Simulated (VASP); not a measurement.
Wanted: the native input for a VASP 6.6.1 run.

```
Task                   : single point
Functional             : revPBE
Potentials or basis    : VASP PAW PBE potentials, release 64 (Zn)
Cutoff                 : 520 eV
k mesh                 : 13 × 13 × 13
Occupations            : fermi-dirac, width 0.1 eV
Spin                   : no spin polarisation
Dipole correction      : no
Further INCAR settings : ALGO = Normal; EDIFF = 1e-06; NBANDS = 12
```

The structure of Zn lies in POSCAR:

```
Zn
1.0
    2.7647455259      0.0000000000      0.0000000000
    0.0000000000      2.7647455259      0.0000000000
    0.0000000000      0.0000000000      2.7647455259
Zn
1
Direct
    0.0000000000      0.0000000000      0.0000000000
```

This cell differs from its parent crystal: volume scaled by 1.12.

The input as run:

INCAR

```
ALGO = Normal
EDIFF = 1E-6
ENCUT = 520
GGA = RE
ISIF = 2
ISMEAR = -1
LASPH = True
LCHARG = False
LREAL = False
LWAVE = False
NBANDS = 12
NELM = 80
PREC = Accurate
SIGMA = 0.1
```

KPOINTS

```
k-points
0
Gamma
  13 13 13
```

Potentials or basis: VASP PAW PBE potentials, release 64 (Zn).

Command:

```bash
$ cat potpaw_PBE.64/Zn/POTCAR > POTCAR
$ mpirun -np 1 vasp_std > vasp.out
```

It gave:

- Pressure: -3.3 GPa
- Band gap on the k mesh: zero (band 6 reaches 5.19 eV, above the bottom of band 7 at -0.56 eV)

Caveat: the PAW data sets were made with another functional, which shifts forces and pressure a little.

It took 14 s on 1 thread of Intel(R) Xeon(R) Platinum 8259CL CPU @ 2.50GHz (Skylake/Cascade Lake), with other jobs on the host, peak memory 0.15 GiB.
